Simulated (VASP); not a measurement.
# FeO (C2/m) in VASP: single point with LDA

Aim: the single point of FeO with LDA.

Program: VASP 6.6.1. These are calculated values, not measurements. Logs are shortened: lines on timing, memory, paths and dates and some standing lists are left out, and cuts for length are marked.

### Step 1. The cell of the first run

The structure is monoclinic, space group C2/m (No. 12). The conventional cell has a = 5.365 Å, b = 3.049 Å, c = 5.275 Å, α = 90.00°, β = 92.55°, γ = 90.00°. Within 2.9 Å of Fe (site symmetry 2/m) lie 6 O at 2.17 to 2.21 Å and 2 Fe at 2.64 Å. Fe (site symmetry 2/m) has 6 O at 2.19 to 2.30 Å and 2 Fe at 2.64 Å within 2.9 Å. O (site symmetry m) has 6 Fe at 2.17 to 2.30 Å within 2.9 Å.

### Step 2. Single point, LDA, collinear spin, ferromagnetic start

Input file INCAR:

```
SYSTEM = FeO
PREC = Accurate
ENCUT = 520
EDIFF = 1E-7
ISMEAR = -1
SIGMA = 0.05
LREAL = .False.
LASPH = .True.
NELM = 150
ALGO = Normal
ISIF = 2
LWAVE = .False.
LCHARG = .True.
ISPIN = 2
MAGMOM = 3 3 0 0
LORBIT = 11
LMAXMIX = 4
LELF = .True.
LVHAR = .True.
NBANDS = 26
```

Input file KPOINTS:

```
Automatic mesh
0
Gamma
  10 10 5
  0 0 0
```

Input file POSCAR:

```
FeO
1.0
    2.6823620000     -1.5244300000      0.0000000000
    2.6823620000      1.5244300000      0.0000000000
   -0.2343110000      0.0000000000      5.2694490000
Fe O
2 2
Direct
    0.0000000000      0.0000000000      0.5000000000
    0.0000000000      0.0000000000      0.0000000000
    0.3354670000      0.3354670000      0.7442990000
    0.6645330000      0.6645330000      0.2557010000
```

Potentials or basis: VASP PAW LDA potentials, release 64 (Fe, O).

Started as:

```
cat potpaw_LDA.64/Fe/POTCAR potpaw_LDA.64/O/POTCAR > POTCAR
mpirun -np 1 vasp_std > vasp.out
```

OUTCAR:

```text
SYSTEM = FeO
   PREC = Accurate
   ENCUT = 520
   EDIFF = 1E-7
   ISMEAR = -1
   LREAL = .False.
   LASPH = .True.
   NELM = 150
   ISIF = 2
   ISPIN = 2
   LORBIT = 11

 ion  position               nearest neighbor table
   1  0.000  0.000  0.500-   3 2.17   4 2.17   4 2.21   4 2.21   3 2.21   3 2.21   2 2.64   2 2.64

   2  0.000  0.000  0.000-   4 2.19   4 2.19   3 2.19   3 2.19   3 2.30   4 2.30   1 2.64   1 2.64

   3  0.335  0.335  0.744-   1 2.17   2 2.19   2 2.19   1 2.21   1 2.21   2 2.30
   4  0.665  0.665  0.256-   1 2.17   2 2.19   2 2.19   1 2.21   1 2.21   2 2.30

  LATTYP: Found a base centered monoclinic cell.
 ALAT       =     5.3647240000
 B/A-ratio  =     0.5683162824
 C/A-ratio  =     0.9832110388
 COS(beta)  =    -0.0444220450

  Lattice vectors:

 A1 = (   2.6823620000,  -1.5244300000,   0.0000000000)
 A2 = (   2.6823620000,   1.5244300000,   0.0000000000)
 A3 = (  -0.2343110000,   0.0000000000,   5.2694490000)

Analysis of symmetry for initial positions (statically):
=====================================================================
 Subroutine PRICEL returns:
 Original cell was already a primitive cell.

 Routine SETGRP: Setting up the symmetry group for a
 base centered monoclinic supercell.

 Subroutine GETGRP returns: Found  4 space group operations
 (whereof  4 operations were pure point group operations)
 out of a pool of  4 trial point group operations.

The static configuration has the point symmetry C_2h.

Analysis of symmetry for dynamics (positions and initial velocities):
=====================================================================
 Subroutine PRICEL returns:
 Original cell was already a primitive cell.

 Routine SETGRP: Setting up the symmetry group for a
 base centered monoclinic supercell.

 Subroutine GETGRP returns: Found  4 space group operations
 (whereof  4 operations were pure point group operations)
 out of a pool of  4 trial point group operations.

The dynamic configuration has the point symmetry C_2h.

Analysis of structural, dynamic, and magnetic symmetry:
=====================================================================
 Subroutine PRICEL returns:
 Original cell was already a primitive cell.

 Routine SETGRP: Setting up the symmetry group for a
 base centered monoclinic supercell.

 Subroutine GETGRP returns: Found  4 space group operations
 (whereof  4 operations were pure point group operations)
 out of a pool of  4 trial point group operations.

The overall configuration has the point symmetry C_2h.

 Subroutine INISYM returns: Found  4 space group operations
 (whereof  4 operations are pure point group operations),
 and found     1 'primitive' translations

----------------------------------------------------------------------------------------

                                     Primitive cell

  volume of cell :      43.0943

  direct lattice vectors                    reciprocal lattice vectors
     2.682362000 -1.524430000  0.000000000     0.186402879 -0.327991446  0.008288579
     2.682362000  1.524430000  0.000000000     0.186402879  0.327991446  0.008288579
    -0.234311000  0.000000000  5.269449000     0.000000000  0.000000000  0.189773162

  length of vectors
     3.085280007  3.085280007  5.274655857     0.377350133  0.377350133  0.189773162

  position of ions in fractional coordinates (direct lattice)
     0.000000000  0.000000000  0.500000000
     0.000000000  0.000000000  0.000000000
     0.335467000  0.335467000  0.744299000
     0.664533000  0.664533000  0.255701000

  ion indices of the primitive-cell ions
   primitive index   ion index
                 1           1
                 2           2
                 3           3
                 4           4

----------------------------------------------------------------------------------------

 KPOINTS: Automatic mesh

Automatic generation of k-mesh.
 Grid dimensions read from file:
 generate k-points for:   10   10    5

 Generating k-lattice:

  Cartesian coordinates                     Fractional coordinates (reciprocal lattice)
     0.018640288 -0.032799145  0.000828858     0.100000000 -0.000000000  0.000000000
     0.018640288  0.032799145  0.000828858    -0.000000000  0.100000000  0.000000000
     0.000000000  0.000000000  0.037954632     0.000000000  0.000000000  0.200000000

  Length of vectors
     0.037735013  0.037735013  0.037954632

  Shift w.r.t. Gamma in fractional coordinates (k-lattice)
     0.000000000  0.000000000  0.000000000

 Subroutine IBZKPT returns following result:
 ===========================================

 Found    141 irreducible k-points:

 Following reciprocal coordinates:
            Coordinates               Weight
  0.000000  0.000000  0.000000      1.000000
  0.100000  0.000000  0.000000      4.000000
  0.200000  0.000000  0.000000      4.000000
  0.300000  0.000000  0.000000      4.000000
  0.400000  0.000000  0.000000      4.000000
  0.500000  0.000000  0.000000      2.000000
[... 16 lines left out ...]
  0.300000  0.300000  0.000000      2.000000
  0.400000  0.300000  0.000000      4.000000
 [... further k-points ...]
   k-points           NKPTS =    141   k-points in BZ     NKDIM =    141   number of bands    NBANDS=     26
   number of dos      NEDOS =    301   number of ions     NIONS =      4
   total plane-waves  NPLWV =  23040
   dimension x,y,z NGX =    24 NGY =   24 NGZ =   40
   dimension x,y,z NGXF=    48 NGYF=   48 NGZF=   80
   ions per type =               2   2
   NGX,Y,Z   is equivalent  to a cutoff of  12.93, 12.93, 12.61 a.u.
   NGXF,Y,Z  is equivalent  to a cutoff of  25.86, 25.86, 25.21 a.u.
 SYSTEM =  FeO
   PREC   = accura    normal or accurate (medium, high low for compatibility)
   ISTART =      0    job   : 0-new  1-cont  2-samecut
   ICHARG =      2    charge: 1-file 2-atom 10-const
   ISPIN  =      2    spin polarized calculation?
   LNONCOLLINEAR =      F non collinear calculations
   LSORBIT =      F    spin-orbit coupling
   LASPH  =      T    aspherical Exc in radial PAW
   ENCUT  =  520.0 eV  38.22 Ry    6.18 a.u.   5.74  5.74  9.81*2*pi/ulx,y,z
   NELM   =    150;   NELMIN=  2; NELMDL= -5     # of ELM steps
   EDIFF  = 0.1E-06   stopping-criterion for ELM
   LREAL  =      F    real-space projection
   EDIFFG = 0.1E-05   stopping-criterion for IOM
   NSW    =      0    number of steps for IOM
   IBRION =     -1    ionic relax: 0-MD 1-quasi-New 2-CG
   NFREE  =      0    steps in history (QN), initial steepest desc. (CG)
   ISIF   =      2    stress and relaxation
   ISYM   =      2    0-nonsym 1-usesym 2-fastsym
   POTIM  = 0.5000    time-step for ionic-motion
   TEBEG  =    0.0;   TEEND  =   0.0 temperature during run
   PSTRESS=    0.0 pullay stress
   NELECT =      28.0000    total number of electrons
   NUPDOWN=      -1.0000    fix difference up-down
   EMIN   =  10.00;   EMAX   =-10.00  energy-range for DOS
   EFERMI =   0.00;   METHOD = LEGACY
   ISMEAR =    -1;   SIGMA  =   0.05  broadening in eV -4-tet -1-fermi 0-gaus
   EFERMI_NEDOS =   21; number of points for ismear=-14 and -15
   IALGO  =     38    algorithm
   IMIX   =      4    mixing-type and parameters
     AMIX     =   0.40;   BMIX     =  1.00
     AMIX_MAG =   1.60;   BMIX_MAG =  1.00
  volume/ion in A,a.u.               =      10.77        72.70
  Fermi-wavevector in a.u.,A,eV,Ry     =   1.417928  2.679495 27.354779  2.010520
  Thomas-Fermi vector in A             =   2.539107
   LORBIT       =     11    0 simple, 1 ext, 2 COOP (PROOUT), +10 PAW based schemes
   GGA     = CA    functional components
   LHFCALC =     F    Hartree Fock is set to
   AEXX    =    0.0000 exact exchange contribution
   IVDW    =     0    specifies the selected vdW correction
   LEPSILON=     F    determine dielectric tensor
   LRPA    =     F    only Hartree local field effects (RPA)
 spin polarized calculation
  energy-cutoff  :      520.00
  volume of cell :       43.09
 maximum number of plane-waves:      1172
   NGX = 11   NGY = 11   NGZ = 19

 number of electron      28.0000022 magnetization       7.9936355

 Free energy of the ion-electron system (eV)
  ---------------------------------------------------
  ext. energy  EPLUGINS =         0.00000000
  ---------------------------------------------------
  free energy    TOTEN  =       -32.39965171 eV

  energy without entropy =      -32.36790013  energy(sigma->0) =      -32.38377592

 E-fermi :   4.7479     XC(G=0): -12.2004

 val. band max:        4.7461170177   @ k =   0.2000   0.1000   0.2000
 cond. band min:       4.7488373742   @ k =   0.2000   0.2000   0.2000
 fundamental gap:      0.0027203564
 Fermi energy:         4.7478880052

 spin component 1

 k-point     1 :       0.0000    0.0000    0.0000
  band No.  band energies     occupation
      1     -14.8301      1.00000
      2     -13.8657      1.00000
      3      -3.1886      1.00000
      4      -1.0025      1.00000
      5      -0.9848      1.00000
      6       0.4888      1.00000
[... 685 lines left out ...]
     25      17.1613      0.00000
     26      19.4834      0.00000

 [... further k-points ...]

 spin component 2

 k-point     1 :       0.0000    0.0000    0.0000
  band No.  band energies     occupation
      1     -14.2413      1.00000
      2     -13.2661      1.00000
      3      -2.4408      1.00000
      4       0.4426      1.00000
      5       0.4666      1.00000
      6       1.8695      1.00000
[... 685 lines left out ...]
     25      18.1009      0.00000
     26      20.3837      0.00000

 [... further k-points ...]

------------------------ aborting loop because EDIFF is reached ----------------------------------------

  FORCE on cell =-STRESS in cart. coord.  units (eV):
  Direction    XX          YY          ZZ          XY          YZ          ZX
  --------------------------------------------------------------------------------------
  -------------------------------------------------------------------------------------
  Total       -6.6133759     -6.4817762     -5.8031146      0.0000000      0.0000000      0.0942030
  in kB     -245.8746263   -240.9819636   -215.7504206      0.0000000      0.0000000      3.5023146
  external PRESSURE =    -234.2023368 kB  Pullay stress =       0.0000000 kB

 VOLUME and BASIS-vectors are now :
 -----------------------------------------------------------------------------
  energy-cutoff  :      520.00
  volume of cell :       43.09
      direct lattice vectors                 reciprocal lattice vectors
     2.682362000 -1.524430000  0.000000000     0.186402879 -0.327991446  0.008288579
     2.682362000  1.524430000  0.000000000     0.186402879  0.327991446  0.008288579
    -0.234311000  0.000000000  5.269449000     0.000000000  0.000000000  0.189773162

 POSITION                                       TOTAL-FORCE (eV/Angst)
 -----------------------------------------------------------------------------------
     -0.11716      0.00000      2.63472        -0.000000      0.000000      0.000000
      0.00000      0.00000      0.00000         0.000000      0.000000      0.000000
      1.62529      0.00000      3.92205         0.016448      0.000000      0.177025
      3.50512      0.00000      1.34740        -0.016448      0.000000     -0.177025
 -----------------------------------------------------------------------------------
    total drift:                                0.000000     -0.000000     -0.000000

  FREE ENERGIE OF THE ION-ELECTRON SYSTEM (eV)
  ---------------------------------------------------
  free  energy   TOTEN  =       -32.3996517132 eV

  energy  without entropy=      -32.3679001320  energy(sigma->0) =      -32.38377592

 total charge

# of ion       s       p       d       tot
------------------------------------------
    1        0.294   0.353   6.080   6.728
    2        0.284   0.329   6.088   6.701
    3        1.545   3.361   0.000   4.907
    4        1.545   3.361   0.000   4.907
--------------------------------------------------
tot          3.668   7.405  12.169  23.242

 magnetization (x)

# of ion       s       p       d       tot
------------------------------------------
    1        0.017   0.017   3.526   3.561
    2        0.019   0.016   3.491   3.527
    3        0.029   0.304   0.000   0.333
    4        0.029   0.304   0.000   0.333
--------------------------------------------------
tot          0.094   0.641   7.017   7.752
```

Wall time 2.2 min (1 thread of Intel Xeon 6975P-C (Granite Rapids), shared host); peak memory 0.31 GiB.

Results:

| Item | Value |
| --- | --- |
| Free energy | -32.3997 eV |
| Pressure | -23.4 GPa |
| Largest force | 0.178 eV/Å |
| Band gap on the k mesh | zero (filled and empty bands overlap) |
| Net moment | 7.99 μB per cell |
| Site moments | Fe +3.56, +3.53; O +0.33 μB |
| Valence electrons inside the program's atomic spheres | Fe 6.73, 6.70; O 4.91 |

Forces on the atoms (eV/Å):
```
Fe   0.000  0.000  0.000
Fe   0.000  0.000  0.000
O    0.016  0.000  0.177
O   -0.016  0.000 -0.177
```

Stress tensor (GPa, compression positive):
```
-24.59   0.00   0.35
  0.00 -24.10   0.00
  0.35   0.00 -21.58
```

Levels at points of the mesh, in eV from the Fermi level:
Spin up:
| k point | band 15 | band 16 | band 17 | band 18 | band 19 | band 20 | band 21 | band 22 |
| --- | --- | --- | --- | --- | --- | --- | --- | --- |
| (0.00, 0.00, 0.00) | -2.40 | -1.43 | -0.27 | -0.19 | 0.11 | 4.50 | 7.58 | 13.02 |
| (0.50, 0.00, 0.00) | -1.95 | -1.84 | -0.29 | -0.14 | 4.77 | 6.69 | 7.35 | 8.47 |
| (0.50, 0.50, 0.00) | -2.04 | -1.83 | -0.34 | -0.13 | 4.86 | 6.69 | 7.30 | 8.13 |
Spin down:
| k point | band 8 | band 9 | band 10 | band 11 | band 12 | band 13 |
| --- | --- | --- | --- | --- | --- | --- |
| (0.00, 0.00, 0.00) | -2.54 | -1.66 | -0.35 | -0.29 | -0.23 | -0.12 |
| (0.50, 0.00, 0.00) | -3.59 | -1.61 | -0.12 | 0.50 | 0.65 | 0.86 |
| (0.50, 0.50, 0.00) | -3.52 | -1.61 | -0.12 | 0.58 | 0.62 | 0.85 |

Caveat: the cell stands under tension; semilocal functionals often make such compounds metallic where correlation or magnetic order opens a gap, which also shifts bond lengths; only a ferromagnetic start was run, and an antiferromagnetic order may lie lower in energy.
